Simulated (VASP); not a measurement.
Wanted: the native input for a VASP 6.6.1 run.

| Item | Value |
| --- | --- |
| Task | single point |
| Functional | PBE |
| Potentials or basis | VASP PAW PBE potentials, release 64 (Cr_pv, Sb) |
| Cutoff | 520 eV |
| k mesh | 4 × 4 × 4 |
| Occupations | gaussian, width 0.1 eV |
| Spin | collinear spin, ferrimagnetic start |
| Starting moments | [4.31, -0.13, -0.13, -0.13] μB |
| Dipole correction | no |
| Further INCAR settings | ALGO = Normal; EDIFF = 1e-07; NBANDS = 26 |

The structure of CrSb3 lies in POSCAR:

```
CrSb3
1.0
    4.6331584466      0.0000000000      0.0000000000
    0.0000000000      4.6331584466      0.0000000000
    0.0000000000      0.0000000000      4.6331584466
Cr Sb
1 3
Direct
    0.0000000000      0.0000000000      0.0000000000
    0.0000000000      0.5000000000      0.5000000000
    0.5000000000      0.0000000000      0.5000000000
    0.5000000000      0.5000000000      0.0000000000
```

These files were run (other wordings do the same):

INCAR

```
SYSTEM = CrSb3
PREC     = Accurate       ! precision mode
ENCUT    = 520            ! plane-wave cutoff, eV
EDIFF    = 1E-7           ! SCF threshold, eV
ISMEAR   = 0              ! smearing method
SIGMA    = 0.1            ! smearing width, eV
LREAL    = .False.        ! projectors in reciprocal space
LASPH    = .True.         ! aspherical terms in the spheres
NELM     = 150            ! most SCF steps
ALGO     = Normal         ! electronic algorithm
ISIF     = 2              ! what is computed and relaxed
LWAVE    = .False.        ! write WAVECAR
LCHARG   = .False.        ! write CHGCAR
ISPIN    = 2              ! spin polarisation
MAGMOM   = 4.31 -0.13 -0.13 -0.13 ! initial moments
LORBIT   = 11             ! projections on sites
LMAXMIX  = 4              ! l up to which the mixer works
GGA      = PE             ! functional
NBANDS   = 26             ! bands
```

KPOINTS

```
Automatic mesh
0
Gamma
  4 4 4
  0 0 0
```

Potentials or basis: VASP PAW PBE potentials, release 64 (Cr_pv, Sb).

The run is started by

```sh
$ cat potpaw_PBE.64/Cr_pv/POTCAR potpaw_PBE.64/Sb/POTCAR > POTCAR
$ mpirun -np 1 vasp_std > vasp.out
```

It gave:

```json
{
  "Pressure": "-0.3 GPa",
  "Net moment": "3.74 μB per cell",
  "Site moments": "Cr +3.80; Sb -0.10 μB",
  "Valence electrons inside the program's atomic spheres": "Cr 10.44; Sb 2.36"
}
```

Caveat: a cell with one magnetic atom can't hold antiferromagnetic order, which such compounds often take.

It took 58 s on 1 thread of Intel(R) Xeon(R) Platinum 8259CL CPU @ 2.50GHz (Skylake/Cascade Lake) (shared host), peak memory 0.25 GiB.
